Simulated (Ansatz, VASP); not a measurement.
Pb in VASP and in Ansatz

```
Pb
1.0
     0.00000    2.47858    2.47858
     2.47858    0.00000    2.47858
     2.47858    2.47858    0.00000
Pb
1
Direct
  0.00000 0.00000 0.00000
```

Alike in both runs: functional r2SCAN; dispersion rVV10; k mesh 14 × 14 × 14; occupations gaussian, width 0.1 eV; no spin polarisation.

Ansatz relaxed the structure, and its values are those at the end. VASP's run is a single point on that final structure, the one shown.

|  | VASP | Ansatz |
| --- | --- | --- |
| version | VASP 6.6.1 | Ansatz 0.2.0 |
| potentials or method | VASP PAW PBE potentials, release 64 (Pb_d), cutoff 520 eV | scalar-relativistic, plane waves, PAW |
| valence electrons in the cell | 14 | 14 |

Ansatz gave:

| Quantity | Value |
| --- | --- |
| gap on the k mesh at the Fermi level (eV) | none |
| pressure (GPa) | 0.0 |

Question: Which values does VASP return?

Answer: gap on the k mesh at the Fermi level (eV): none; pressure (GPa): 0.2.

VASP's potentials were made for PBE, not for r2SCAN. A gap of «none» marks a metal or a gap that the smearing closes.

Neither program's run includes spin-orbit coupling.
